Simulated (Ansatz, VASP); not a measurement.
CdF2: VASP beside Ansatz

```xyz
3
Lattice="2.7110 2.7110 0.0000 -2.7110 2.7110 0.0000 0.0000 2.7110 2.7110" Properties=species:S:1:pos:R:3 pbc="T T T"
Cd    0.0000    0.0000    0.0000
F    -1.3555    4.0664    1.3555
F     1.3555    4.0664    1.3555
```

Alike in both runs: task single point; functional r2SCAN; k mesh 8 × 8 × 8; no spin polarisation.

|  | VASP | Ansatz |
| --- | --- | --- |
| version | VASP 6.6.1 | Ansatz 0.2.0 |
| potentials or method | VASP PAW PBE potentials, release 64 (Cd, F) | PAW with Ansatz's default frozen-core files, scalar-relativistic |
| plane-wave cutoff (eV) | 520 | 500 |
| occupations | gaussian, width 0.01 eV | fixed |
| valence electrons in the cell | 26 | 34 |

|  | VASP | Ansatz | Ansatz less VASP |
| --- | --- | --- | --- |
| gap on the k mesh at the Fermi level (eV) | 3.68 | 3.72 | +0.043 |
| pressure (GPa) | -1.1 | -2.0 | -0.88 |

VASP's potentials were made for PBE, not for r2SCAN. VASP's potentials hold 26 valence electrons a cell and Ansatz's 34, so a difference there can come from the potentials and not from the codes.
